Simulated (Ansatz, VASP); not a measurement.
Cd: VASP beside Ansatz

```xyz
2
Lattice="2.9302 0.0000 0.0000 -1.4651 2.5376 0.0000 0.0000 0.0000 5.7276" Properties=species:S:1:pos:R:3 pbc="T T T"
Cd    0.0000    1.6918    1.4319
Cd    1.4651    0.8459    4.2957
```

Alike in both runs: task single point; functional PBEsol; k mesh 14 × 14 × 6; occupations fermi-dirac, width 0.05 eV; no spin polarisation.

```csv
,VASP,Ansatz
version,VASP 6.6.1,Ansatz 0.2.0
potentials or method,"VASP PAW PBE potentials, release 64 (Cd)","PAW with Ansatz's default frozen-core files, scalar-relativistic"
plane-wave cutoff (eV),520,420
valence electrons in the cell,24,40
```

Ansatz gave:

```
pressure (GPa)                                                : 0.0
traceless stress, the component that is largest in VASP (GPa) : 0.00
```

Q: Estimate VASP's values.

A: Pressure (GPa): 0.4; traceless stress, the component that is largest in VASP (GPa): -0.18.

VASP's potentials were made for PBE, not for PBEsol. VASP's potentials hold 24 valence electrons a cell and Ansatz's 40, so a difference there can come from the potentials and not from the codes. Ansatz's warnings: optics on partly filled bands.
